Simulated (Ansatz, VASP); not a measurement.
**Al6H: VASP beside Ansatz**

INCAR

```
SYSTEM = Al6H
PREC = Accurate
ENCUT = 520
EDIFF = 1E-7
ISMEAR = 0
SIGMA = 0.1
LREAL = .False.
LASPH = .True.
NELM = 100
ALGO = Normal
ISIF = 2
LWAVE = .False.
LCHARG = .True.
LDIPOL = .True.
IDIPOL = 3
DIPOL = 0.5 0.5 0.300
GGA = PE
LELF = .True.
LVHAR = .True.
LVACPOTAV = .True.
NBANDS = 32
```

Contents of KPOINTS:

```
Automatic mesh
0
Gamma
  6 6 1
  0 0 0
```

File POSCAR:

```
Al6H
1.0
    5.7143028096      0.0000000000      0.0000000000
   -2.8571514048      4.9487313980      0.0000000000
    0.0000000000      0.0000000000     22.6016424997
Al H
12 2
Direct
    0.3333333333      0.1666666667      0.1769782882
    0.3333333333      0.6666666667      0.1769782882
    0.8333333333      0.1666666667      0.1769782882
    0.8333333333      0.6666666667      0.1769782882
    0.1666666667      0.3333333333      0.2787817902
    0.1666666667      0.8333333333      0.2787817902
    0.6666666667      0.3333333333      0.2787817902
    0.6666666667      0.8333333333      0.2787817902
    0.0000000000      0.0000000000      0.3805759913
    0.0000000000      0.5000000000      0.3805759913
    0.5000000000      0.0000000000      0.3805759913
    0.5000000000      0.5000000000      0.3805759913
    0.2764585035      0.1666666667      0.4288025748
    0.3902081632      0.1666666667      0.4288025748
```

Input for Ansatz:

```yaml
crystal:
  lattice:
    - [5.7143028096, 0.0, 0.0]
    - [-2.8571514048, 4.948731398, 0.0]
    - [0.0, 0.0, 22.6016424997]
  atoms:
    - { symbol: Al, position: [0.3333333333, 0.1666666667, 0.1769782882] }
    - { symbol: Al, position: [0.3333333333, 0.6666666667, 0.1769782882] }
    - { symbol: Al, position: [0.8333333333, 0.1666666667, 0.1769782882] }
    - { symbol: Al, position: [0.8333333333, 0.6666666667, 0.1769782882] }
    - { symbol: Al, position: [0.1666666667, 0.3333333333, 0.2787817902] }
    - { symbol: Al, position: [0.1666666667, 0.8333333333, 0.2787817902] }
    - { symbol: Al, position: [0.6666666667, 0.3333333333, 0.2787817902] }
    - { symbol: Al, position: [0.6666666667, 0.8333333333, 0.2787817902] }
    - { symbol: Al, position: [0.0, 0.0, 0.3805759913] }
    - { symbol: Al, position: [0.0, 0.5, 0.3805759913] }
    - { symbol: Al, position: [0.5, 0.0, 0.3805759913] }
    - { symbol: Al, position: [0.5, 0.5, 0.3805759913] }
    - { symbol: H, position: [0.2764585035, 0.1666666667, 0.4288025748] }
    - { symbol: H, position: [0.3902081632, 0.1666666667, 0.4288025748] }
basis:
  ecutwfc: 420
kpoints:
  mp_grid: { grid: [6, 6, 1] }
hamiltonian:
  xc: pbe
scf:
  occupations: { method: gaussian, width: 0.1 }
output:
  forces: true
  eigenvalues: true
efield:
  axis: 3
  dipole_correction: true
  ramp_width: 0.04
```

Alike in both runs: task single point; functional PBE; k mesh 6 × 6 × 1; occupations gaussian, width 0.1 eV; no spin polarisation.

|  | VASP | Ansatz |
| --- | --- | --- |
| version | VASP 6.6.1 | Ansatz 0.2.0 |
| potentials or method | VASP PAW PBE potentials, release 64 (Al, H), cutoff 520 eV | scalar-relativistic, plane waves, PAW |
| valence electrons in the cell | 38 | 38 |

|  | VASP | Ansatz | Ansatz less VASP |
| --- | --- | --- | --- |
| gap on the k mesh at the Fermi level (eV) | none | none | - |
| rms of the force components (eV/Å) | 1.708 | 1.695 | -0.0136 |
| work function, face that differs most (eV) | 3.88 | 3.87 | -0.002 |

Atom by atom the forces differ by 0.015 eV/Å (rms over components). A gap of «none» marks a metal or a gap that the smearing closes.
